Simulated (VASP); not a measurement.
# Cu (Fd-3m) in VASP: single point with PBEsol

Aim: the single point of Cu with PBEsol.

All numbers are computed with VASP 6.6.1; they aren't measurements. Logs are shortened: lines on timing, memory, paths and dates and some standing lists are left out, and cuts for length are marked.

### 1 The cell of the first run

It takes space group Fd-3m (No. 227, cubic). Conventional cell: a = 5.040 Å, b = 5.040 Å, c = 5.040 Å, α = 90.00°, β = 90.00°, γ = 90.00°. Within 2.9 Å of Cu (site symmetry -43m) lie 4 Cu at 2.18 Å.

This isn't the form of Cu at room conditions, which is fcc.

### 2 Single point, PBEsol

The input, INCAR:

```
SYSTEM = Cu
ALGO = Normal
EDIFF = 1E-6
ENCUT = 820
GGA = PS
GGA_COMPAT = .False.
ISIF = 2
ISMEAR = -1
LASPH = .True.
LCHARG = .False.
LREAL = .False.
LWAVE = .False.
NBANDS = 26
NELM = 120
PREC = Accurate
SIGMA = 0.05
```

The input, KPOINTS:

```
k-points
0
Gamma
  15 15 15
  0 0 0
```

The input, POSCAR:

```
Cu
1.0
    0.0000000000      2.5199005085      2.5199005085
    2.5199005085      0.0000000000      2.5199005085
    2.5199005085      2.5199005085      0.0000000000
Cu
2
Direct
    1.0000000000      1.0000000000      1.0000000000
    0.2500000000      0.2500000000      0.2500000000
```

Potentials or basis: VASP PAW PBE potentials, release 64 (Cu_sv_GW).

On the command line:

```sh
> cat potpaw_PBE.64/Cu_sv_GW/POTCAR > POTCAR
> mpirun -np 1 vasp_std > vasp.out
```

OUTCAR:

```text
SYSTEM = Cu
   EDIFF = 1E-6
   ENCUT = 820
   GGA = PS
   ISIF = 2
   ISMEAR = -1
   LASPH = .True.
   LREAL = .False.
   NELM = 120
   PREC = Accurate

 ion  position               nearest neighbor table
   1  0.000  0.000  0.000-   2 2.18   2 2.18   2 2.18   2 2.18
   2  0.250  0.250  0.250-   1 2.18   1 2.18   1 2.18   1 2.18

  LATTYP: Found a face centered cubic cell.
 ALAT       =     5.0398010170

  Lattice vectors:

 A1 = (   0.0000000000,   2.5199005085,   2.5199005085)
 A2 = (   2.5199005085,   0.0000000000,   2.5199005085)
 A3 = (   2.5199005085,   2.5199005085,   0.0000000000)

Analysis of symmetry for initial positions (statically):
=====================================================================
 Subroutine PRICEL returns:
 Original cell was already a primitive cell.

 Routine SETGRP: Setting up the symmetry group for a
 face centered cubic supercell.

 Subroutine GETGRP returns: Found 48 space group operations
 (whereof 24 operations were pure point group operations)
 out of a pool of 48 trial point group operations.

The static configuration has the point symmetry T_d .
 The point group associated with its full space group is O_h .

Analysis of symmetry for dynamics (positions and initial velocities):
=====================================================================
 Subroutine PRICEL returns:
 Original cell was already a primitive cell.

 Routine SETGRP: Setting up the symmetry group for a
 face centered cubic supercell.

 Subroutine GETGRP returns: Found 48 space group operations
 (whereof 24 operations were pure point group operations)
 out of a pool of 48 trial point group operations.

The dynamic configuration has the point symmetry T_d .
 The point group associated with its full space group is O_h .

 Subroutine INISYM returns: Found 48 space group operations
 (whereof 24 operations are pure point group operations),
 and found     1 'primitive' translations

----------------------------------------------------------------------------------------

                                     Primitive cell

  volume of cell :      32.0022

  direct lattice vectors                    reciprocal lattice vectors
     0.000000000  2.519900509  2.519900509    -0.198420532  0.198420532  0.198420532
     2.519900509  0.000000000  2.519900509     0.198420532 -0.198420532  0.198420532
     2.519900509  2.519900509  0.000000000     0.198420532  0.198420532 -0.198420532

  length of vectors
     3.563677475  3.563677475  3.563677475     0.343674443  0.343674443  0.343674443

  position of ions in fractional coordinates (direct lattice)
     0.000000000  0.000000000  0.000000000
     0.250000000  0.250000000  0.250000000

  ion indices of the primitive-cell ions
   primitive index   ion index
                 1           1
                 2           2

----------------------------------------------------------------------------------------

 KPOINTS: k-points

Automatic generation of k-mesh.
 Grid dimensions read from file:
 generate k-points for:   15   15   15

 Generating k-lattice:

  Cartesian coordinates                     Fractional coordinates (reciprocal lattice)
    -0.013228035  0.013228035  0.013228035     0.066666667  0.000000000  0.000000000
     0.013228035 -0.013228035  0.013228035     0.000000000  0.066666667  0.000000000
     0.013228035  0.013228035 -0.013228035     0.000000000  0.000000000  0.066666667

  Length of vectors
     0.022911630  0.022911630  0.022911630

  Shift w.r.t. Gamma in fractional coordinates (k-lattice)
     0.000000000  0.000000000  0.000000000

 Subroutine IBZKPT returns following result:
 ===========================================

 Found    120 irreducible k-points:

 Following reciprocal coordinates:
            Coordinates               Weight
  0.000000  0.000000  0.000000      1.000000
  0.066667  0.000000  0.000000      8.000000
  0.133333  0.000000  0.000000      8.000000
  0.200000  0.000000  0.000000      8.000000
  0.266667  0.000000  0.000000      8.000000
  0.333333  0.000000  0.000000      8.000000
[... 16 lines left out ...]
  0.133333  0.133333  0.000000      6.000000
  0.200000  0.133333  0.000000     24.000000
 [... further k-points ...]
   k-points           NKPTS =    120   k-points in BZ     NKDIM =    120   number of bands    NBANDS=     26
   number of dos      NEDOS =    301   number of ions     NIONS =      2
   total plane-waves  NPLWV =  46656
   dimension x,y,z NGX =    36 NGY =   36 NGZ =   36
   dimension x,y,z NGXF=    72 NGYF=   72 NGZF=   72
   ions per type =               2
   NGX,Y,Z   is equivalent  to a cutoff of  16.79, 16.79, 16.79 a.u.
   NGXF,Y,Z  is equivalent  to a cutoff of  33.59, 33.59, 33.59 a.u.
 SYSTEM =  Cu
   PREC   = accura    normal or accurate (medium, high low for compatibility)
   ISTART =      0    job   : 0-new  1-cont  2-samecut
   ICHARG =      2    charge: 1-file 2-atom 10-const
   ISPIN  =      1    spin polarized calculation?
   LNONCOLLINEAR =      F non collinear calculations
   LSORBIT =      F    spin-orbit coupling
   LASPH  =      T    aspherical Exc in radial PAW
   ENCUT  =  820.0 eV  60.27 Ry    7.76 a.u.   8.32  8.32  8.32*2*pi/ulx,y,z
   NELM   =    120;   NELMIN=  2; NELMDL= -5     # of ELM steps
   EDIFF  = 0.1E-05   stopping-criterion for ELM
   LREAL  =      F    real-space projection
   EDIFFG = 0.1E-04   stopping-criterion for IOM
   NSW    =      0    number of steps for IOM
   IBRION =     -1    ionic relax: 0-MD 1-quasi-New 2-CG
   NFREE  =      0    steps in history (QN), initial steepest desc. (CG)
   ISIF   =      2    stress and relaxation
   ISYM   =      2    0-nonsym 1-usesym 2-fastsym
   POTIM  = 0.5000    time-step for ionic-motion
   TEBEG  =    0.0;   TEEND  =   0.0 temperature during run
   PSTRESS=    0.0 pullay stress
   NELECT =      38.0000    total number of electrons
   NUPDOWN=      -1.0000    fix difference up-down
   EMIN   =  10.00;   EMAX   =-10.00  energy-range for DOS
   EFERMI =   0.00;   METHOD = LEGACY
   ISMEAR =    -1;   SIGMA  =   0.05  broadening in eV -4-tet -1-fermi 0-gaus
   EFERMI_NEDOS =   21; number of points for ismear=-14 and -15
   IALGO  =     38    algorithm
   IMIX   =      4    mixing-type and parameters
     AMIX     =   0.40;   BMIX     =  1.00
     AMIX_MAG =   1.60;   BMIX_MAG =  1.00
  volume/ion in A,a.u.               =      16.00       107.98
  Fermi-wavevector in a.u.,A,eV,Ry     =   1.733575  3.275982 40.889348  3.005282
  Thomas-Fermi vector in A             =   2.807535
   LORBIT       =      0    0 simple, 1 ext, 2 COOP (PROOUT), +10 PAW based schemes
   GGA     = PS    functional components
   LHFCALC =     F    Hartree Fock is set to
   AEXX    =    0.0000 exact exchange contribution
   IVDW    =     0    specifies the selected vdW correction
   LEPSILON=     F    determine dielectric tensor
   LRPA    =     F    only Hartree local field effects (RPA)
 non-spin polarized calculation
  energy-cutoff  :      820.00
  volume of cell :       32.00
 maximum number of plane-waves:      1735
 NGX is ok and might be reduce to    36
   NGX = 17   NGY = 17   NGZ = 17

 number of electron      37.9999995 magnetization

 Free energy of the ion-electron system (eV)
  ---------------------------------------------------
  ext. energy  EPLUGINS =         0.00000000
  ---------------------------------------------------
  free energy    TOTEN  =        -6.26902931 eV

  energy without entropy =       -6.26317182  energy(sigma->0) =       -6.26610057

 E-fermi :   4.1493     XC(G=0): -11.4406

 val. band max:        4.1298557780   @ k =  -0.4000   0.4000   0.0667
 cond. band min:       4.2005952142   @ k =  -0.4000   0.2667   0.0000
 fundamental gap:      0.0707394362
 Fermi energy:         4.1492517562

 k-point     1 :       0.0000    0.0000    0.0000
  band No.  band energies     occupation
      1    -107.9932      2.00000
      2    -107.9137      2.00000
      3     -65.5789      2.00000
      4     -65.5789      2.00000
      5     -65.5789      2.00000
      6     -65.4101      2.00000
[... 18 lines left out ...]
     25      15.8989      0.00000
     26      18.3888      0.00000

 k-point     2 :       0.0667    0.0000    0.0000
  band No.  band energies     occupation
      1    -107.9927      2.00000
      2    -107.9147      2.00000
      3     -65.5799      2.00000
      4     -65.5799      2.00000
      5     -65.5790      2.00000
      6     -65.4107      2.00000
[... 18 lines left out ...]
     25      16.6028      0.00000
     26      19.0102      0.00000

 k-point     3 :       0.1333    0.0000    0.0000
  band No.  band energies     occupation
      1    -107.9907      2.00000
      2    -107.9167      2.00000
      3     -65.5821      2.00000
      4     -65.5821      2.00000
      5     -65.5779      2.00000
      6     -65.4120      2.00000
[... 18 lines left out ...]
     25      17.2391      0.00000
     26      18.6933      0.00000

 k-point     4 :       0.2000    0.0000    0.0000
  band No.  band energies     occupation
      1    -107.9877      2.00000
      2    -107.9196      2.00000
      3     -65.5850      2.00000
      4     -65.5850      2.00000
      5     -65.5759      2.00000
      6     -65.4141      2.00000
[... 18 lines left out ...]
     25      17.5642      0.00000
     26      18.4671      0.00000
[... 496 lines left out ...]
      1    -107.9915      2.00000
      2    -107.9158      2.00000
      3     -65.5824      2.00000
      4     -65.5805      2.00000
      5     -65.5777      2.00000
      6     -65.4121      2.00000
[... 18 lines left out ...]
     25      17.3012      0.00000
     26      18.5712      0.00000

 k-point    23 :       0.1333    0.1333    0.0000
  band No.  band energies     occupation
      1    -107.9898      2.00000
      2    -107.9176      2.00000
      3     -65.5853      2.00000
      4     -65.5853      2.00000
      5     -65.5723      2.00000
      6     -65.4176      2.00000
[... 18 lines left out ...]
     25      19.0430      0.00000
     26      19.2837      0.00000

 k-point    24 :       0.2000    0.1333    0.0000
  band No.  band energies     occupation
      1    -107.9875      2.00000
      2    -107.9198      2.00000
      3     -65.5883      2.00000
      4     -65.5882      2.00000
      5     -65.5685      2.00000
      6     -65.4213      2.00000
[... 18 lines left out ...]
     25      19.3710      0.00000
     26      19.7718      0.00000

 [... further k-points ...]
[... 5 lines left out ...]
  --------------------------------------------------------------------------------------
  -------------------------------------------------------------------------------------
  Total        1.8048922      1.8048922      1.8048922      0.0000000     -0.0000000      0.0000000
  in kB       90.3611342     90.3611342     90.3611342      0.0000000     -0.0000000      0.0000000
  external PRESSURE =      90.3611342 kB  Pullay stress =       0.0000000 kB

 VOLUME and BASIS-vectors are now :
 -----------------------------------------------------------------------------
  energy-cutoff  :      820.00
  volume of cell :       32.00
      direct lattice vectors                 reciprocal lattice vectors
     0.000000000  2.519900509  2.519900509    -0.198420532  0.198420532  0.198420532
     2.519900509  0.000000000  2.519900509     0.198420532 -0.198420532  0.198420532
     2.519900509  2.519900509  0.000000000     0.198420532  0.198420532 -0.198420532

 POSITION                                       TOTAL-FORCE (eV/Angst)
 -----------------------------------------------------------------------------------
      0.00000      0.00000      0.00000        -0.000000     -0.000000     -0.000000
      1.25995      1.25995      1.25995         0.000000      0.000000      0.000000
 -----------------------------------------------------------------------------------
    total drift:                                0.000000      0.000000      0.000000

  FREE ENERGIE OF THE ION-ELECTRON SYSTEM (eV)
  ---------------------------------------------------
  free  energy   TOTEN  =        -6.2690293132 eV

  energy  without entropy=       -6.2631718231  energy(sigma->0) =       -6.26610057
```

It took 3.1 min on 1 thread of Intel Xeon Platinum 8259CL at 2.50GHz (Skylake/Cascade Lake), shared host; peak memory 0.34 GiB.

What came out:

* Free energy: -6.2690 eV
* Pressure: 9.0 GPa
* Band gap on the k mesh: zero (bands 19 and 20 overlap by 0.82 eV)

Levels at points of the mesh, in eV from the Fermi level:
```tsv
k point	band 17	band 18	band 19	band 20	band 21	band 22
(0.00, 0.00, 0.00)	-2.20	-1.32	-1.32	11.02	11.02	11.02
```

Caveat: the cell stands under pressure; the PAW data sets were made with another functional, which shifts forces and pressure a little.

The gap in the log of VASP goes by the Fermi energy; the results here count the filled bands.